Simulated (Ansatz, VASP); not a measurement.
## CO2: VASP beside Ansatz

```
C O
1.0
     5.62400    0.00000    0.00000
     0.00000    5.62400    0.00000
     0.00000    0.00000    5.62400
C O
4 8
Direct
  0.00000 0.00000 0.00000
  0.50000 0.00000 0.50000
  0.50000 0.50000 0.00000
  0.00000 0.50000 0.50000
  0.11995 0.11995 0.11995
  0.38005 0.88005 0.61995
  0.61995 0.38005 0.88005
  0.88005 0.61995 0.38005
  0.88005 0.88005 0.88005
  0.61995 0.11995 0.38005
  0.38005 0.61995 0.11995
  0.11995 0.38005 0.61995
```

Alike in both runs: functional PBE; k mesh 4 × 4 × 4; occupations fermi-dirac, width 0.02 eV; no spin polarisation.

Ansatz relaxed the structure, and its values are those at the end. VASP's run is a single point on that final structure, the one shown.

```csv
,VASP,Ansatz
version,VASP 6.6.1,Ansatz 0.2.0
potentials or method,"VASP PAW PBE potentials, release 64 (C, O)","plane-wave PAW, scalar-relativistic"
plane-wave cutoff (eV),520,420
valence electrons in the cell,64,64
```

VASP gave:

| Property | Result |
| --- | --- |
| gap on the k mesh at the Fermi level (eV) | 6.77 |
| pressure (GPa) | 2.8 |
| rms of the force components (eV/Å) | 0.301 |

**Question.** Estimate Ansatz's values.

**Answer.** gap on the k mesh at the Fermi level (eV): 6.79; pressure (GPa): 1.3; rms of the force components (eV/Å): 0.002.

One of these differences is far larger than is usual between the two programs; its cause wasn't traced. Ansatz's warnings: stress scf threshold loose.

Noted on VASP's run: the standard files for N, O and F lose accuracy on very short bonds.
